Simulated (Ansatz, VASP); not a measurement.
# SiMo5 in VASP and in Ansatz

```xyz
6
Lattice="4.4173 0.0000 0.0000 -2.2087 3.8255 0.0000 0.0000 0.0000 5.3903" Properties=species:S:1:pos:R:3 pbc="T T T"
Si    0.0000    0.0000    0.0000
Mo    2.2087    1.2752    4.4782
Mo    0.0000    2.5503    3.6294
Mo    0.0000    2.5503    0.9121
Mo    2.2087    1.2752    1.7609
Mo    0.0000    0.0000    2.6951
```

Alike in both runs: task relaxation of cell and atoms; functional PBE; k mesh 12 × 12 × 6; occupations gaussian, width 0.1 eV; no spin polarisation.

|  | VASP | Ansatz |
| --- | --- | --- |
| version | VASP 6.6.1 | Ansatz 0.2.0 |
| potentials or method | VASP PAW PBE potentials, release 64 (Si, Mo_sv), cutoff 600 eV | scalar-relativistic, plane waves, PAW |
| valence electrons in the cell | 74 | 74 |

Ansatz gave:

| Property | Result |
| --- | --- |
| gap on the k mesh at the Fermi level, each at its own relaxed structure (eV) | none |
| relaxed volume (Å³/atom) | 15.18 |
| relaxed length of the cell vector where the two differ most in proportion (Å) | 4.427 |

Question: What did VASP give for the same quantities?

Answer: gap on the k mesh at the Fermi level, each at its own relaxed structure (eV): none; relaxed volume (Å³/atom): 15.20; relaxed length of the cell vector where the two differ most in proportion (Å): 4.429.

A gap of «none» marks a metal or a gap that the smearing closes.
